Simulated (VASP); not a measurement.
# SiO2 (I-42d) in VASP: further runs, part 2 of 2

VASP 6.6.1. The steps go on from the part before.

## Step 3: Relaxation of cell and atoms, PBE

This run uses another cell than the first one, of 14.96 Å³/atom, 1.003 times its volume.

Input file INCAR:

```
SYSTEM = SiO2
  PREC = Accurate
  ENCUT = 600
  EDIFF = 1E-6
  ISMEAR = -1
  SIGMA = 0.02
  LREAL = .FALSE.
  LASPH = .TRUE.
  NELM = 80
  ALGO = Normal
  ISIF = 3
  LWAVE = .FALSE.
  LCHARG = .FALSE.
  GGA = PE
  IBRION = 2
  NSW = 80
  EDIFFG = -0.005
```

Input file KPOINTS:

```
regular mesh
0
G
  6 6 6
  0 0 0
```

Input file POSCAR:

```
SiO2
1.0
   -2.4772904627      2.4772904627      3.6556712422
    2.4772904627     -2.4772904627      3.6556712422
    2.4772904627      2.4772904627     -3.6556712422
Si O
2 4
Direct
    0.0000000000      0.0000000000      0.0000000000
    0.7500000000      0.2500000000      0.5000000000
    0.3750000000      0.2217861300      0.3467861300
    0.9717861300      0.6250000000      0.8467861300
    0.7782138700      0.1250000000      0.1532138700
    0.8750000000      0.0282138700      0.6532138700
```

Potentials or basis: VASP PAW PBE potentials, release 64 (Si, O).

Started as:

```sh
cat potpaw_PBE.64/Si/POTCAR potpaw_PBE.64/O/POTCAR > POTCAR
mpirun -np 1 vasp_std > vasp.out
```

OUTCAR:

```text
SYSTEM = SiO2
   PREC = Accurate
   ENCUT = 600
   EDIFF = 1E-6
   ISMEAR = -1
   LREAL = .FALSE.
   LASPH = .TRUE.
   NELM = 80
   ISIF = 3
   GGA = PE
   IBRION = 2
   NSW = 80
   EDIFFG = -0.005

 ion  position               nearest neighbor table
   1  0.000  0.000  0.000-   3 1.61   4 1.61   6 1.61   5 1.61   2 3.08   2 3.08   2 3.08   2 3.08

   2  0.750  0.250  0.500-   3 1.61   4 1.61   5 1.61   6 1.61   1 3.08   1 3.08   1 3.08   1 3.08

   3  0.375  0.222  0.347-   1 1.61   2 1.61
   4  0.972  0.625  0.847-   1 1.61   2 1.61
   5  0.778  0.125  0.153-   2 1.61   1 1.61
   6  0.875  0.028  0.653-   1 1.61   2 1.61

  LATTYP: Found a body centered tetragonal cell.
 ALAT       =     4.9545809254
 C/A-ratio  =     1.4756732395

  Lattice vectors:

 A1 = (  -2.4772904627,   2.4772904627,   3.6556712422)
[... 863 lines left out ...]

  energy  without entropy=      -47.4985449213  energy(sigma->0) =      -47.49854492

[... ionic steps 4 to 9 ...]

--------------------------------------- Ionic step       10  -------------------------------------------

 number of electron      31.9999995 magnetization

------------------------ aborting loop because EDIFF is reached ----------------------------------------
[... 75 lines left out ...]
--------------------------------------- Ionic step       12  -------------------------------------------

 number of electron      31.9999994 magnetization

 Free energy of the ion-electron system (eV)
  ---------------------------------------------------
  ext. energy  EPLUGINS =         0.00000000
  ---------------------------------------------------
  free energy    TOTEN  =       -47.50027094 eV

  energy without entropy =      -47.50027094  energy(sigma->0) =      -47.50027094

 E-fermi :  -0.2165     XC(G=0):  -7.9938

 val. band max:       -0.6491901142   @ k =   0.0000   0.0000   0.0000
 cond. band min:       5.0806485247   @ k =   0.0000   0.0000   0.0000
 fundamental gap:      5.7298386389
 Fermi energy:        -0.2165464339

 k-point     1 :       0.0000    0.0000    0.0000
  band No.  band energies     occupation
      1     -19.7577      2.00000
      2     -17.7576      2.00000
      3     -17.7576      2.00000
      4     -17.7028      2.00000
      5      -9.9006      2.00000
      6      -6.1475      2.00000
[... 576 lines left out ...]
  FREE ENERGIE OF THE ION-ELECTRON SYSTEM (eV)
  ---------------------------------------------------
  free  energy   TOTEN  =       -47.5002709431 eV

  energy  without entropy=      -47.5002709431  energy(sigma->0) =      -47.50027094

 reached required accuracy - stopping structural energy minimisation
```

OSZICAR:

```text
N       E                     dE             d eps       ncg     rms          rms(c)
DAV:   1     0.225718326292E+03    0.22572E+03   -0.17873E+04  1200   0.160E+03
DAV:   2    -0.384486840370E+02   -0.26417E+03   -0.25720E+03  1708   0.337E+02
DAV:   3    -0.537870636428E+02   -0.15338E+02   -0.15299E+02  1428   0.918E+01
DAV:   4    -0.539839065367E+02   -0.19684E+00   -0.19655E+00  1440   0.114E+01
[... 89 lines left out ...]
DAV:   1    -0.475005845430E+02   -0.33697E-03   -0.39195E-02  1220   0.168E+00    0.139E-01
DAV:   2    -0.475003063614E+02    0.27818E-03   -0.13457E-03  1412   0.285E-01    0.430E-02
DAV:   3    -0.475002788645E+02    0.27497E-04   -0.79527E-05  1348   0.655E-02    0.184E-02
DAV:   4    -0.475002717031E+02    0.71614E-05   -0.18061E-05  1420   0.348E-02    0.568E-03
DAV:   5    -0.475002709431E+02    0.75998E-06   -0.30479E-06  1064   0.135E-02
  12 F= -.47500271E+02 E0= -.47500271E+02  d E =-.124973E-03
```

CONTCAR:

```text
SiO2
   1.00000000000000
    -2.5159836281518495    2.5159836281518495    3.6885302848234458
     2.5159836281518495   -2.5159836281518495    3.6885302848234458
     2.5159836281518495    2.5159836281518495   -3.6885302848234458
  Si              O
     2     4
Direct
     0.0000000000000000    1.0000000000000000    1.0000000000000000
     0.7500000000000000    0.2500000000000000    0.5000000000000000
     0.3750000000000000    0.2159332579602906    0.3409332579602906
     0.9659332579602906    0.6250000000000000    0.8409332579602906
     0.7840667420397094    0.1250000000000000    0.1590667420397094
     0.8750000000000000    0.0340667420397094    0.6590667420397094

  0.00000000E+00  0.00000000E+00  0.00000000E+00
  0.00000000E+00  0.00000000E+00  0.00000000E+00
  0.00000000E+00  0.00000000E+00  0.00000000E+00
  0.00000000E+00  0.00000000E+00  0.00000000E+00
  0.00000000E+00  0.00000000E+00  0.00000000E+00
  0.00000000E+00  0.00000000E+00  0.00000000E+00
```

It took 2.9 min on 1 thread of Intel Xeon Platinum 8559C (Emerald Rapids), shared host; peak memory 0.26 GiB.

What came out:

```
Free energy                            : -47.5003 eV
Relaxed volume                         : 15.57 Å³/atom
Relaxed cell                           : a = 5.125 Å, b = 5.125 Å, c = 5.125 Å, α = 121.20°, β = 121.20°, γ = 87.94°
Space group after relaxing (to 0.05 Å) : I-42d (No. 122)
Energy gained by relaxing              : 5.5 meV/atom
Ionic steps                            : 12
Pressure after relaxing                : 0.0 GPa
Band gap on the k mesh                 : 5.73 eV, direct
```

The path:
| step | energy change (eV) | largest force (eV/Å) | pressure (GPa) | volume (Å³) |
| --- | --- | --- | --- | --- |
| 1 | 0.0000 | 0.2643 | 4.33 | 89.74 |
| 2 | 0.0289 | 0.4029 | -5.30 | 95.09 |
| 3 | -0.0315 | 0.0267 | 0.00 | 91.93 |
| 4 | -0.0315 | 0.0217 | 0.09 | 91.89 |
| 5 | -0.0316 | 0.0204 | 0.09 | 91.94 |
| 6 | -0.0320 | 0.0170 | 0.07 | 92.08 |
| 7 | -0.0324 | 0.0116 | 0.05 | 92.36 |
| 8 | -0.0327 | 0.0022 | -0.03 | 92.94 |
| 9 | -0.0329 | 0.0025 | 0.05 | 93.00 |
| 10 | -0.0331 | 0.0170 | 0.24 | 93.16 |
| 11 | -0.0332 | 0.0092 | 0.12 | 93.28 |
| 12 | -0.0333 | 0.0019 | 0.01 | 93.40 |

Final structure:
```xyz
6
Lattice="-2.5160 2.5160 3.6885 2.5160 -2.5160 3.6885 2.5160 2.5160 -3.6885" Properties=species:S:1:pos:R:3 pbc="T T T"
Si    5.0320    0.0000    0.0000
Si    0.0000    2.5160    1.8443
O     0.4576    1.2580    0.9221
O     1.2580    2.9736    2.7664
O    -1.2580    2.0584    2.7664
O    -0.4576    3.7740    0.9221
```

A k mesh can miss the band edges.
